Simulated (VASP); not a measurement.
HIr12C: relaxation of the atoms with PBE+D3(BJ)

The system is HIr12C, a slab with vacuum.

```xyz
14
Lattice="5.4306 0.0000 0.0000 2.7153 4.7030 0.0000 0.0000 0.0000 15.4340" Properties=species:S:1:pos:R:3 pbc="T T T"
Ir    1.3576    0.7838    1.0000
Ir    4.0729    0.7838    1.0000
Ir    2.7153    3.1353    1.0000
Ir    5.4306    3.1353    1.0000
Ir    0.0000    1.5677    3.2170
Ir    2.7153    1.5677    3.2170
Ir    1.3576    3.9192    3.2170
Ir    4.0729    3.9192    3.2170
Ir    0.0000    0.0000    5.4340
Ir    2.7153    0.0000    5.4340
Ir    1.3576    2.3515    5.4340
Ir    4.0729    2.3515    5.4340
C     3.2576    3.5544    7.2540
H     3.2123    3.5332    8.3540
```

```json
{
  "Program": "VASP 6.6.1",
  "Task": "relaxation of the atoms",
  "Functional": "PBE",
  "Dispersion": "D3(BJ)",
  "Potentials or basis": "VASP PAW PBE potentials, release 64 (Ir, C, H)",
  "Cutoff": "520 eV",
  "k mesh": "4 × 4 × 1",
  "Occupations": "gaussian, width 0.1 eV",
  "Spin": "no spin polarisation",
  "Dipole correction": "no",
  "Atoms held fixed (from 0)": "[0, 1, 2, 3]",
  "Further INCAR settings": "ALGO = Normal; EDIFF = 1e-06; IBRION = 2; EDIFFG = -0.03; NSW = 80"
}
```

```yaml
Energy_gained_by_relaxing: 132.1 meV/atom
Ionic_steps: 72
Band_gap_on_the_k_mesh: zero (an odd number of electrons rules out a gap without spin polarisation)
Dispersion_energy_per_atom: -0.435 eV
```

Step by step:
| step | energy change (eV) | largest force on free atoms (eV/Å) | pressure (GPa) |
| --- | --- | --- | --- |
| 1 | 0.0000 | 5.0374 | -6.25 |
| 3 | -0.7447 | 3.5116 | -6.05 |
| 5 | -1.2265 | 2.0591 | -4.86 |
| 7 | -1.3206 | 1.0635 | -5.06 |
| 9 | -1.3698 | 0.6191 | -5.18 |
| 11 | -1.4331 | 0.3976 | -4.32 |
| 13 | -1.4711 | 0.3319 | -3.50 |
| 15 | -1.4783 | 0.4784 | -3.30 |
| 17 | -1.4869 | 0.1337 | -3.09 |
| 19 | -1.4915 | 0.1960 | -3.06 |
| 21 | -1.4962 | 0.4319 | -2.99 |
| 23 | -1.5013 | 0.3318 | -2.96 |
| 25 | -1.5144 | 0.5749 | -2.88 |
| 27 | -1.5158 | 0.8835 | -2.84 |
| 29 | -1.5200 | 0.9390 | -2.84 |
| 31 | -1.5412 | 1.1687 | -2.79 |
| 33 | -1.5732 | 1.1605 | -2.57 |
| 35 | -1.5975 | 1.1862 | -2.55 |
| 37 | -1.6981 | 0.7509 | -2.98 |
| 39 | -1.7174 | 1.3641 | -3.24 |
| 41 | -1.7704 | 0.6746 | -3.51 |
| 43 | -1.8028 | 0.2570 | -3.42 |
| 45 | -1.8168 | 0.3067 | -3.43 |
| 47 | -1.8203 | 0.2635 | -3.44 |
| 49 | -1.8274 | 0.1744 | -3.39 |
| 51 | -1.8380 | 0.1475 | -3.34 |
| 53 | -1.8390 | 0.2092 | -3.32 |
| 55 | -1.8427 | 0.2836 | -3.25 |
| 57 | -1.8446 | 0.0854 | -3.20 |
| 59 | -1.8458 | 0.0619 | -3.25 |
| 61 | -1.8470 | 0.1409 | -3.30 |
| 63 | -1.8475 | 0.0545 | -3.32 |
| 65 | -1.8477 | 0.0645 | -3.32 |
| 67 | -1.8484 | 0.0453 | -3.36 |
| 69 | -1.8489 | 0.0877 | -3.37 |
| 71 | -1.8490 | 0.0353 | -3.37 |
| 72 | -1.8491 | 0.0235 | -3.37 |

Final structure:
```
CELL_PARAMETERS angstrom
5.43058 0.00000 0.00000
2.71529 4.70302 0.00000
0.00000 0.00000 15.43405
ATOMIC_POSITIONS crystal
Ir 0.16667 0.16667 0.06479
Ir 0.66667 0.16667 0.06479
Ir 0.16667 0.66667 0.06479
Ir 0.66667 0.66667 0.06479
Ir 0.83376 0.33350 0.20355
Ir 0.33386 0.33301 0.20691
Ir 0.83306 0.83393 0.20690
Ir 0.33386 0.83382 0.20697
Ir 0.99955 0.00225 0.35320
Ir 0.50040 0.00044 0.34746
Ir 0.99953 0.49938 0.35316
Ir 0.50249 0.49935 0.35313
C 0.16714 0.66674 0.43681
H 0.16653 0.66659 0.50768
```

Levels at points of the mesh, in eV from the Fermi level:
| k point | band 53 | band 54 | band 55 | band 56 | band 57 | band 58 | band 59 | band 60 | band 61 | band 62 |
| --- | --- | --- | --- | --- | --- | --- | --- | --- | --- | --- |
| (0.00, 0.00, 0.00) | 0.33 | 0.35 | 0.54 | 0.55 | 0.62 | 0.71 | 0.72 | 0.97 | 1.06 | 1.06 |
| (0.50, 0.00, 0.00) | -1.10 | -1.02 | -0.70 | -0.65 | -0.52 | -0.50 | -0.34 | 0.00 | 0.18 | 0.44 |
| (0.50, 0.50, 0.00) | -1.10 | -1.02 | -0.70 | -0.65 | -0.52 | -0.49 | -0.34 | 0.00 | 0.18 | 0.44 |
| (0.00, 0.50, 0.00) | -1.10 | -1.02 | -0.70 | -0.65 | -0.52 | -0.49 | -0.34 | 0.00 | 0.18 | 0.44 |

Wall time 68 min on 4 MPI ranks on AMD EPYC 9R45 96-Core Processor (Zen 5), with other jobs on the host, peak memory 0.61 GiB a rank.

Caveat: there is no dipole correction, which matters where the two faces differ; spin-orbit coupling is left out, which moves the levels of the heavy elements.
